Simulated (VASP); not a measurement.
Runs of VASP 6.6.1 on InBiO. The structure is that of space group P6_3/mmc (No. 194), or close to it. The cells are those of the table. 

```csv
task,cell,k mesh,cutoff (eV),gap on the mesh (eV),pressure (GPa)
single point,"a = 3.636, b = 3.636, c = 11.837 Å, angles 90.0, 90.0, 120.0°, 6 atoms",6 × 6 × 2,520,none,(a)
single point,"a = 3.625, b = 3.625, c = 12.087 Å, angles 90.0, 90.0, 120.0°, 6 atoms",12 × 12 × 4,520,none,0.1
single point,"a = 4.627, b = 4.627, c = 7.572 Å, angles 90.0, 90.0, 120.0°, 6 atoms",6 × 6 × 2,520,none,-6.1
relaxation of cell and atoms,"relaxed from a = 4.627, b = 4.627, c = 7.572 Å, angles 90.0, 90.0, 120.0°, 6 atoms",6 × 6 × 2,600,none,-0.2
```

Alike in all rows: level PBE; potentials or basis VASP PAW PBE potentials, release 64 (In_d, Bi_d, O); no spin polarisation; smearing gaussian 0.1 eV.

Question: Fill in the values left out.

Answer: (a) 0.3.

Caveats: some runs use coarse meshes; spin-orbit coupling is left out, which moves the levels of the heavy elements.

A k mesh can miss the band edges, and the runs leave out spin-orbit coupling on Bi, In.

A gap of «none» marks levels without a gap at the run's occupations.
